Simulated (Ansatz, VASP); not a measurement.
MgI2 in VASP and in Ansatz

The input INCAR:

```
SYSTEM = MgI2
PREC = Accurate
ENCUT = 520
EDIFF = 1E-6
ISMEAR = 0
SIGMA = 0.05
LREAL = .False.
LASPH = .True.
NELM = 80
ALGO = Normal
ISIF = 2
LWAVE = .False.
LCHARG = .True.
GGA = PE
IVDW = 12
LELF = .True.
LVHAR = .True.
NBANDS = 15
```

The input KPOINTS:

```
Automatic mesh
0
Gamma
  6 6 4
  0 0 0
```

Contents of POSCAR:

```
MgI2
1.0
    4.1537001214      0.0000000000      0.0000000000
   -2.0768500607      3.5972098248      0.0000000000
    0.0000000000      0.0000000000      6.5875200000
Mg I
1 2
Direct
    0.0000000000      0.0000000000      0.0000000000
    0.3333333333      0.6666666667      0.7576300000
    0.6666666667      0.3333333333      0.2423700000
```

Input for Ansatz:

```yaml
crystal:
  lattice:
    - [4.1537001214, 0.0, 0.0]
    - [-2.0768500607, 3.5972098248, 0.0]
    - [0.0, 0.0, 6.58752]
  atoms:
    - { symbol: Mg, position: [0.0, 0.0, 0.0] }
    - { symbol: I, position: [0.3333333333, 0.6666666667, 0.75763] }
    - { symbol: I, position: [0.6666666667, 0.3333333333, 0.24237] }
basis:
  ecutwfc: 420
kpoints:
  mp_grid: { grid: [6, 6, 4] }
hamiltonian:
  xc: pbe
  dispersion: d3bjatm
scf:
  occupations: { method: gaussian, width: 0.05 }
output:
  forces: true
  eigenvalues: true
  stress: true
```

Alike in both runs: task single point; functional PBE; dispersion D3(BJ); k mesh 6 × 6 × 4; occupations gaussian, width 0.05 eV; no spin polarisation.

|  | VASP | Ansatz |
| --- | --- | --- |
| version | VASP 6.6.1 | Ansatz 0.2.0 |
| potentials or method | VASP PAW PBE potentials, release 64 (Mg, I), cutoff 520 eV | scalar-relativistic, plane waves, PAW |
| valence electrons in the cell | 16 | 44 |

Ansatz gave:

| Property | Result |
| --- | --- |
| gap on the k mesh at the Fermi level (eV) | 3.33 |
| pressure (GPa) | 1.2 |
| traceless stress, the component that is largest in VASP (GPa) | 1.03 |
| rms of the force components (eV/Å) | 0.163 |

Estimate VASP's values.

gap on the k mesh at the Fermi level (eV): 3.32; pressure (GPa): 1.0; traceless stress, the component that is largest in VASP (GPa): 1.03; rms of the force components (eV/Å): 0.159.

Atom by atom the forces differ by 0.004 eV/Å (rms over components). VASP's potentials hold 16 valence electrons a cell and Ansatz's 44, so a difference there can come from the potentials and not from the codes.

Spin-orbit coupling is off throughout. Noted on VASP's run: three body term missing.
